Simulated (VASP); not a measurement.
# In (R-3m) in VASP: single point with PBEsol

Aim: the single point of In with PBEsol.

Everything below comes from runs of VASP 6.6.1. Logs are shortened: lines on timing, memory, paths and dates and some standing lists are left out, and cuts for length are marked.

### 1 The cell of the first run

Symmetry: R-3m, No. 166, trigonal system. The conventional cell has a = 3.350 Å, b = 3.350 Å, c = 24.704 Å, α = 90.00°, β = 90.00°, γ = 120.00°. In (site symmetry -3m) has 12 In at 3.35 to 3.36 Å within 4.4 Å. Within 4.4 Å of In (site symmetry 3m) lie 12 In at 3.35 to 3.36 Å.

### 2 Single point, PBEsol (26.68 Å³/atom)

Input file INCAR:

```
SYSTEM = In
PREC = Accurate
ENCUT = 520
EDIFF = 1E-7
ISMEAR = -1
SIGMA = 0.05
LREAL = .FALSE.
LASPH = .TRUE.
NELM = 60
ALGO = Normal
ISIF = 2
LWAVE = .FALSE.
LCHARG = .FALSE.
GGA = PS
NBANDS = 26
```

Input file KPOINTS:

```
Automatic mesh
0
G
  14 14 14
  0 0 0
```

Input file POSCAR:

```
In
1.0
    1.6751838235      0.9671678314      8.2347307701
   -1.6751838235      0.9671678314      8.2347307701
    0.0000000000     -1.9343356629      8.2347307701
In
3
Direct
    0.0000000000      0.0000000000      0.0000000000
    0.7780122400      0.7780122400      0.7780122400
    0.2219877600      0.2219877600      0.2219877600
```

Potentials or basis: VASP PAW PBE potentials, release 64 (In_d).

Run with:

```
cat potpaw_PBE.64/In_d/POTCAR > POTCAR
mpirun -np 1 vasp_std > vasp.out
```

OUTCAR:

```text
SYSTEM = In
   PREC = Accurate
   ENCUT = 520
   EDIFF = 1E-7
   ISMEAR = -1
   LREAL = .FALSE.
   LASPH = .TRUE.
   NELM = 60
   ISIF = 2
   GGA = PS

 ion  position               nearest neighbor table
   1  0.000  0.000  0.000-   2 3.36   2 3.36   3 3.36   3 3.36   2 3.36   3 3.36
   2  0.778  0.778  0.778-   3 3.35   3 3.35   3 3.35   1 3.36   1 3.36   1 3.36
   3  0.222  0.222  0.222-   2 3.35   2 3.35   2 3.35   1 3.36   1 3.36   1 3.36

  LATTYP: Found a trigonal (rhomboedric) cell.
 ALAT       =     8.4588678505
 COS(alpha) =     0.9215612875

  Lattice vectors:

 A1 = (   1.6751838235,   0.9671678314,   8.2347307701)
 A2 = (  -1.6751838235,   0.9671678314,   8.2347307701)
 A3 = (   0.0000000000,  -1.9343356629,   8.2347307701)

Analysis of symmetry for initial positions (statically):
=====================================================================
 Subroutine PRICEL returns:
 Original cell was already a primitive cell.

 Routine SETGRP: Setting up the symmetry group for a
 trigonal (rhombohedral) supercell.

 Subroutine GETGRP returns: Found 12 space group operations
 (whereof 12 operations were pure point group operations)
 out of a pool of 12 trial point group operations.

The static configuration has the point symmetry D_3d.

Analysis of symmetry for dynamics (positions and initial velocities):
=====================================================================
 Subroutine PRICEL returns:
 Original cell was already a primitive cell.

 Routine SETGRP: Setting up the symmetry group for a
 trigonal (rhombohedral) supercell.

 Subroutine GETGRP returns: Found 12 space group operations
 (whereof 12 operations were pure point group operations)
 out of a pool of 12 trial point group operations.

The dynamic configuration has the point symmetry D_3d.

 Subroutine INISYM returns: Found 12 space group operations
 (whereof 12 operations are pure point group operations),
 and found     1 'primitive' translations

----------------------------------------------------------------------------------------

                                     Primitive cell

  volume of cell :      80.0507

  direct lattice vectors                    reciprocal lattice vectors
     1.675183824  0.967167831  8.234730770     0.298474706  0.172324452  0.040478960
    -1.675183824  0.967167831  8.234730770    -0.298474706  0.172324452  0.040478960
     0.000000000 -1.934335663  8.234730770     0.000000000 -0.344648904  0.040478959

[... 83 lines left out ...]
   ENCUT  =  520.0 eV  38.22 Ry    6.18 a.u.  15.73 15.73 15.73*2*pi/ulx,y,z
   NELM   =     60;   NELMIN=  2; NELMDL= -5     # of ELM steps
   EDIFF  = 0.1E-06   stopping-criterion for ELM
   LREAL  =      F    real-space projection
   EDIFFG = 0.1E-05   stopping-criterion for IOM
   NSW    =      0    number of steps for IOM
   IBRION =     -1    ionic relax: 0-MD 1-quasi-New 2-CG
   NFREE  =      0    steps in history (QN), initial steepest desc. (CG)
   ISIF   =      2    stress and relaxation
   ISYM   =      2    0-nonsym 1-usesym 2-fastsym
   POTIM  = 0.5000    time-step for ionic-motion
   TEBEG  =    0.0;   TEEND  =   0.0 temperature during run
   PSTRESS=    0.0 pullay stress
   NELECT =      39.0000    total number of electrons
   NUPDOWN=      -1.0000    fix difference up-down
   EMIN   =  10.00;   EMAX   =-10.00  energy-range for DOS
   EFERMI =   0.00;   METHOD = LEGACY
   ISMEAR =    -1;   SIGMA  =   0.05  broadening in eV -4-tet -1-fermi 0-gaus
   EFERMI_NEDOS =   21; number of points for ismear=-14 and -15
   IALGO  =     38    algorithm
   IMIX   =      4    mixing-type and parameters
     AMIX     =   0.40;   BMIX     =  1.00
     AMIX_MAG =   1.60;   BMIX_MAG =  1.00
  volume/ion in A,a.u.               =      26.68       180.07
  Fermi-wavevector in a.u.,A,eV,Ry     =   1.288175  2.434297 22.577421  1.659394
  Thomas-Fermi vector in A             =   2.420144
   LORBIT       =      0    0 simple, 1 ext, 2 COOP (PROOUT), +10 PAW based schemes
   GGA     = PS    functional components
   LHFCALC =     F    Hartree Fock is set to
   AEXX    =    0.0000 exact exchange contribution
   IVDW    =     0    specifies the selected vdW correction
   LEPSILON=     F    determine dielectric tensor
   LRPA    =     F    only Hartree local field effects (RPA)
 non-spin polarized calculation
  energy-cutoff  :      520.00
  volume of cell :       80.05
 maximum number of plane-waves:      2184
   NGX = 31   NGY = 31   NGZ = 31

 number of electron      38.9999997 magnetization

 Free energy of the ion-electron system (eV)
  ---------------------------------------------------
  ext. energy  EPLUGINS =         0.00000000
  ---------------------------------------------------
  free energy    TOTEN  =        -8.92311918 eV

  energy without entropy =       -8.91017274  energy(sigma->0) =       -8.91664596

 E-fermi :   7.1459     XC(G=0): -10.3121

 val. band max:        7.1456338503   @ k =  -0.3571  -0.4286   0.2143
 cond. band min:       7.1461526260   @ k =   0.2857   0.0714   0.0714
 fundamental gap:      0.0005187757
 Fermi energy:         7.1458581811

 k-point     1 :       0.0000    0.0000    0.0000
  band No.  band energies     occupation
      1      -7.4294      2.00000
      2      -7.4276      2.00000
      3      -7.3892      2.00000
      4      -7.3815      2.00000
      5      -7.3815      2.00000
      6      -7.3610      2.00000
[... 685 lines left out ...]
     25      13.4654      0.00000
     26      14.7501      0.00000

 [... further k-points ...]

------------------------ aborting loop because EDIFF is reached ----------------------------------------

  FORCE on cell =-STRESS in cart. coord.  units (eV):
  Direction    XX          YY          ZZ          XY          YZ          ZX
  --------------------------------------------------------------------------------------
  -------------------------------------------------------------------------------------
  Total       -0.8427835     -0.8427835     -0.7214875      0.0000000      0.0000000      0.0000000
  in kB      -16.8679232    -16.8679232    -14.4402395      0.0000000      0.0000000      0.0000000
  external PRESSURE =     -16.0586953 kB  Pullay stress =       0.0000000 kB

 VOLUME and BASIS-vectors are now :
 -----------------------------------------------------------------------------
  energy-cutoff  :      520.00
  volume of cell :       80.05
      direct lattice vectors                 reciprocal lattice vectors
     1.675183824  0.967167831  8.234730770     0.298474706  0.172324452  0.040478960
    -1.675183824  0.967167831  8.234730770    -0.298474706  0.172324452  0.040478960
     0.000000000 -1.934335663  8.234730770     0.000000000 -0.344648904  0.040478959

 POSITION                                       TOTAL-FORCE (eV/Angst)
 -----------------------------------------------------------------------------------
      0.00000      0.00000      0.00000         0.000000     -0.000000      0.000000
      0.00000     -0.00000     19.22016         0.000000      0.000000     -0.010651
      0.00000     -0.00000      5.48403         0.000000     -0.000000      0.010651
 -----------------------------------------------------------------------------------
    total drift:                                0.000000      0.000000     -0.000000

  FREE ENERGIE OF THE ION-ELECTRON SYSTEM (eV)
  ---------------------------------------------------
  free  energy   TOTEN  =        -8.9231191798 eV

  energy  without entropy=       -8.9101727400  energy(sigma->0) =       -8.91664596
```

OSZICAR:

```text
N       E                     dE             d eps       ncg     rms          rms(c)
DAV:   1     0.347186273326E+03    0.34719E+03   -0.18743E+04 14976   0.202E+03
DAV:   2     0.208375965531E+02   -0.32635E+03   -0.32207E+03 15000   0.441E+02
DAV:   3    -0.800335839887E+01   -0.28841E+02   -0.28569E+02 17856   0.158E+02
DAV:   4    -0.899225538806E+01   -0.98890E+00   -0.98754E+00 18244   0.324E+01
DAV:   5    -0.904535917526E+01   -0.53104E-01   -0.53100E-01 23770   0.569E+00    0.379E+00
DAV:   6    -0.894352659043E+01    0.10183E+00   -0.20910E-01 19448   0.672E+00    0.177E+00
DAV:   7    -0.892474432161E+01    0.18782E-01   -0.58288E-02 20328   0.318E+00    0.427E-01
DAV:   8    -0.892310720538E+01    0.16371E-02   -0.35492E-03 17750   0.819E-01    0.378E-02
DAV:   9    -0.892311642698E+01   -0.92216E-05   -0.13273E-04 25314   0.100E-01    0.250E-02
DAV:  10    -0.892311891203E+01   -0.24850E-05   -0.72681E-06 19310   0.356E-02    0.225E-03
DAV:  11    -0.892311916981E+01   -0.25779E-06   -0.56607E-07 17416   0.134E-02    0.103E-03
DAV:  12    -0.892311917981E+01   -0.99944E-08   -0.39496E-08  8880   0.218E-03
   1 F= -.89231192E+01 E0= -.89166460E+01  d E =-.129464E-01
```

stdout:

```text
POSCAR found type information on POSCAR In
 POSCAR found :  1 types and       3 ions
 scaLAPACK will be used
 -----------------------------------------------------------------------------
|                                                                             |
|                                                                             |
|     You enforced a specific xc type in the INCAR file but a different       |
|     I HOPE YOU KNOW WHAT YOU ARE DOING!                                     |
|                                                                             |
 -----------------------------------------------------------------------------

 LDA part: xc-table for (Slater+PW92), standard interpolation
 POSCAR, INCAR and KPOINTS ok, starting setup
 FFT: planning ... GRIDC
 FFT: planning ... GRID_SOFT
 FFT: planning ... GRID
 WAVECAR not read
 entering main loop
```

Run time: 54 min. Hardware: 1 thread of Intel Xeon Platinum 8259CL at 2.50GHz (Skylake/Cascade Lake), shared host; peak memory 0.83 GiB.

What came out:

```
Free energy            : -8.9231 eV
Pressure               : -1.6 GPa
Largest force          : 0.011 eV/Å
Band gap on the k mesh : zero (an odd number of electrons rules out a gap without spin polarisation)
```

Forces in eV/Å, atoms in the order of the input:
```
In   0.000  0.000  0.000
In   0.000  0.000 -0.011
In   0.000  0.000  0.011
```

Levels at points of the mesh, in eV from the Fermi level:
| k point | band 16 | band 17 | band 18 | band 19 | band 20 | band 21 | band 22 | band 23 |
| --- | --- | --- | --- | --- | --- | --- | --- | --- |
| (0.00, 0.00, 0.00) | -9.44 | -7.02 | -6.99 | 0.46 | 0.48 | 8.65 | 8.65 | 8.73 |
| (0.50, 0.00, 0.00) | -4.77 | -4.16 | -3.03 | -2.72 | -1.15 | -1.07 | 3.24 | 4.02 |
| (0.50, 0.50, 0.00) | -4.51 | -4.24 | -3.49 | -3.01 | -0.42 | -0.35 | 1.87 | 3.30 |
| (0.50, 0.50, 0.50) | -8.85 | -8.83 | -4.38 | -3.33 | 5.71 | 5.76 | 8.24 | 8.24 |

Caveat: the PAW data sets were made with another functional, which shifts forces and pressure a little; spin-orbit coupling is left out, which moves the levels of the heavy elements.
